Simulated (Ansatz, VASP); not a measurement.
## Si in VASP and in Ansatz

```
Si
1.0
    -3.32409    3.32409    3.32409
     3.32409   -3.32409    3.32409
     3.32409    3.32409   -3.32409
Si
8
Direct
  0.20131 0.50000 0.00000
  0.00000 0.20131 0.50000
  0.50000 0.00000 0.20131
  0.29869 0.29869 0.29869
  0.79869 0.50000 0.00000
  0.00000 0.79869 0.50000
  0.50000 0.00000 0.79869
  0.70131 0.70131 0.70131
```

Alike in both runs: functional r2SCAN; k mesh 8 × 8 × 8; occupations gaussian, width 0.1 eV; no spin polarisation.

Ansatz relaxed the structure, and its values are those at the end. VASP's run is a single point on that final structure, the one shown.

```csv
,VASP,Ansatz
version,VASP 6.6.1,Ansatz 0.2.0
potentials or method,"VASP PAW PBE potentials, release 64 (Si), cutoff 520 eV","scalar-relativistic, plane waves, PAW"
valence electrons in the cell,32,32
```

|  | VASP | Ansatz | Ansatz less VASP |
| --- | --- | --- | --- |
| gap on the k mesh at the Fermi level (eV) | none | none | - |
| pressure (GPa) | -0.2 | 0.0 | +0.22 |
| rms of the force components (eV/Å) | 0.002 | 0.004 | +0.0015 |

VASP's potentials were made for PBE, not for r2SCAN. A gap of «none» marks a metal or a gap that the smearing closes.
